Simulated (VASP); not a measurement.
## ScF3: single point with LDA

The system is ScF3.

```
Sc F
1.0
     4.12554    0.00000    0.00000
     0.00000    4.12554    0.00000
     0.00000    0.00000    3.79549
Sc F
1 3
Direct
  0.00000 0.00000 0.00000
  0.50000 0.00000 0.00000
  0.00000 0.50000 0.00000
  0.00000 0.00000 0.50000
```

This cell differs from its parent crystal: ratio of the length along z to the lengths across it x 0.92, volume and fractional coordinates fixed.

| Item | Value |
| --- | --- |
| Program | VASP 6.6.1 |
| Task | single point |
| Functional | LDA |
| Potentials or basis | VASP PAW LDA potentials, release 64 (Sc_sv, F) |
| Cutoff | 520 eV |
| k mesh | 6 × 6 × 6 |
| Occupations | gaussian, width 0.05 eV |
| Spin | no spin polarisation |
| Dipole correction | no |
| Further INCAR settings | ALGO = Normal; EDIFF = 1e-07; NBANDS = 24 |

```yaml
Pressure: -0.7 GPa
Band_gap_on_the_k_mesh: 5.90 eV, indirect (least direct gap 6.38 eV)
```

Stress tensor (GPa, compression positive):
```
-8.30  0.00  0.00
 0.00 -8.30  0.00
 0.00  0.00 14.43
```

Levels at points of the mesh, in eV from the valence-band top:
```tsv
k point	band 13	band 14	band 15	band 16	band 17	band 18	band 19	band 20
(0.00, 0.00, 0.00)	-0.64	-0.52	-0.52	-0.49	5.90	5.90	5.93	7.14
(0.50, 0.00, 0.00)	-1.04	-0.99	-0.82	-0.56	5.93	6.67	6.72	7.69
(0.50, 0.50, 0.00)	-1.91	-0.97	-0.97	-0.01	6.70	6.70	7.32	8.81
(0.00, 0.00, 0.50)	-1.22	-0.70	-0.50	-0.50	6.01	7.16	7.16	7.48
(0.50, 0.00, 0.50)	-1.00	-0.94	-0.84	-0.32	6.79	7.19	7.69	8.14
(0.50, 0.50, 0.50)	-2.02	-0.31	-0.31	0.00	7.39	7.73	7.73	9.99
```

It took 29 s on 1 thread of Intel(R) Xeon(R) 6975P-C (Granite Rapids), on a shared host, peak memory 0.18 GiB.

 A k mesh can miss the band edges.
